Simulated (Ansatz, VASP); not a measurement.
## Two plane-wave programs on Mg

INCAR

```
PREC = Accurate
ENCUT = 520
EDIFF = 1E-6
ISMEAR = 0
SIGMA = 0.15
LREAL = False
LASPH = True
NELM = 60
ALGO = Fast
ISIF = 2
LWAVE = False
LCHARG = False
GGA = PE
NBANDS = 9
```

KPOINTS

```
Automatic mesh
0
Gamma
  18 18 10
```

The input POSCAR:

```
Mg
1.0
    2.9525298099      0.0000000000      0.0000000000
   -1.4762649049      2.5569658208      0.0000000000
    0.0000000000      0.0000000000      5.6271564000
Mg
2
Direct
    0.3333333333      0.6666666667      0.2500000000
    0.6666666667      0.3333333333      0.7500000000
```

Input for Ansatz:

```yaml
crystal:
  lattice:
    - [2.9525298099, 0.0, 0.0]
    - [-1.4762649049, 2.5569658208, 0.0]
    - [0.0, 0.0, 5.6271564]
  atoms:
    - { symbol: Mg, position: [0.3333333333, 0.6666666667, 0.25] }
    - { symbol: Mg, position: [0.6666666667, 0.3333333333, 0.75] }
basis:
  ecutwfc: 420
kpoints:
  mp_grid: { grid: [18, 18, 10] }
hamiltonian:
  xc: pbe
scf:
  occupations: { method: gaussian, width: 0.15 }
output:
  forces: true
  stress: true
  eigenvalues: true
```

Change from the starting cell: strain -0.080 along x and y, +0.080 along z, atoms carried along.

Alike in both runs: task single point; functional PBE; k mesh 18 × 18 × 10; occupations gaussian, width 0.15 eV; no spin polarisation.

```csv
,VASP,Ansatz
version,VASP 6.6.1,Ansatz 0.2.0
potentials or method,"VASP PAW PBE potentials, release 64 (Mg), cutoff 520 eV","scalar-relativistic, plane waves, PAW"
valence electrons in the cell,4,20
```

Ansatz gave:

```
gap on the k mesh at the Fermi level (eV)                     : none
pressure (GPa)                                                : 4.7
traceless stress, the component that is largest in VASP (GPa) : -6.42
```

Problem. What did VASP give for the same quantities?

Solution. gap on the k mesh at the Fermi level (eV): none; pressure (GPa): 4.6; traceless stress, the component that is largest in VASP (GPa): -6.44.

A gap of «none» marks a metal or a gap that the smearing closes. VASP's potentials hold 4 valence electrons a cell and Ansatz's 20, so a difference there can come from the potentials and not from the codes.
